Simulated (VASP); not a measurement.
Crystal: LuBi.

```xyz
2
Lattice="0.0000 3.1050 3.1050 3.1050 0.0000 3.1050 3.1050 3.1050 0.0000" Properties=species:S:1:pos:R:3 pbc="T T T"
Lu    0.0000    0.0000    0.0000
Bi    3.1050    3.1050    3.1050
```

| Quantity | Value |
| --- | --- |
| Program | VASP 6.6.1 |
| Task | relaxation of cell and atoms |
| Functional | LDA |
| Potentials or basis | VASP PAW PBE potentials, release 64 (Lu, Bi_d) |
| Cutoff | 600 eV |
| k mesh | 11 × 11 × 11 |
| Occupations | methfessel-paxton, width 0.05 eV |
| Spin | no spin polarisation |

At the start: pressure -3.9 GPa; volume 29.94 Å³/atom.

Q: Where does the relaxation end?

A: Over 3 steps the energy falls by 25.2 meV/atom and the volume is 27.99 Å³/atom (-6.5 %); space group Fm-3m (No. 225, to 0.1 Å) before and after.

The path:
```csv
step,energy change (eV),largest force (eV/Å),pressure (GPa),volume (Å³)
1,0.0000,0.0000,-3.90,59.87
2,-0.0313,0.0000,2.86,53.77
3,-0.0504,0.0000,-0.04,55.97
```

Final structure:
```
Lu Bi
1.0
     0.00000    3.03612    3.03612
     3.03612    0.00000    3.03612
     3.03612    3.03612    0.00000
Lu Bi
1 1
Direct
  0.00000 0.00000 0.00000
  0.50000 0.50000 0.50000
```

Caveat: the PAW data sets were made with another functional, which shifts forces and pressure a little.
